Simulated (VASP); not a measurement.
Write the native input for VASP 6.6.1 that does the following.

```yaml
Task: relaxation of shape and atoms at fixed volume
Functional: PBEsol
Potentials_or_basis: VASP PAW PBE potentials, release 64 (Ti_sv, B)
Cutoff: 600 eV
k_mesh: 6 × 12 × 8
Occupations: gaussian, width 0.1 eV
Spin: no spin polarisation
Dipole_correction: no
Further_INCAR_settings: ALGO = Normal; EDIFF = 1e-07; IBRION = 2; EDIFFG = -0.01; NSW = 50; ISIF = 4
```

The structure of TiB lies in POSCAR:

```
TiB
1.0
    5.9331215045      0.0000000000      0.0000000000
    0.0000000000      2.9738449652      0.0000000000
    0.0000000000      0.0000000000      4.4315967154
Ti B
4 4
Direct
    0.1770666394      0.2500000000      0.1212749086
    0.8229333606      0.7500000000      0.8787250914
    0.3229333606      0.7500000000      0.6212749086
    0.6770666394      0.2500000000      0.3787250914
    0.0305059448      0.2500000000      0.6010551768
    0.9694940552      0.7500000000      0.3989448232
    0.4694940552      0.7500000000      0.1010551768
    0.5305059448      0.2500000000      0.8989448232
```

These files were run (other wordings do the same):

INCAR

```
SYSTEM = TiB
  PREC = Accurate
  ENCUT = 600
  EDIFF = 1E-7
  ISMEAR = 0
  SIGMA = 0.1
  LREAL = .FALSE.
  LASPH = .TRUE.
  NELM = 100
  ALGO = Normal
  ISIF = 4
  LWAVE = .FALSE.
  LCHARG = .FALSE.
  GGA = PS
  IBRION = 2
  NSW = 50
  EDIFFG = -0.01
```

KPOINTS

```
regular mesh
0
G
  6 12 8
  0 0 0
```

Potentials or basis: VASP PAW PBE potentials, release 64 (Ti_sv, B).

Run with:

```bash
$ cat potpaw_PBE.64/Ti_sv/POTCAR potpaw_PBE.64/B/POTCAR > POTCAR
$ mpirun -np 1 vasp_std > vasp.out
```

It gave:

| Property | Result |
| --- | --- |
| Energy gained by relaxing | 0.2 meV/atom |
| Ionic steps | 4 |
| Pressure after relaxing | 15.3 GPa |
| Largest force after relaxing | 0.004 eV/Å |
| Band gap on the k mesh | zero (bands 30 and 31 overlap by 1.83 eV) |

Caveat: the PAW data sets were made with another functional, which shifts forces and pressure a little.

It took 12 min on 1 thread of AMD EPYC 9R45 96-Core Processor (Zen 5), with other jobs on the host, peak memory 0.44 GiB.
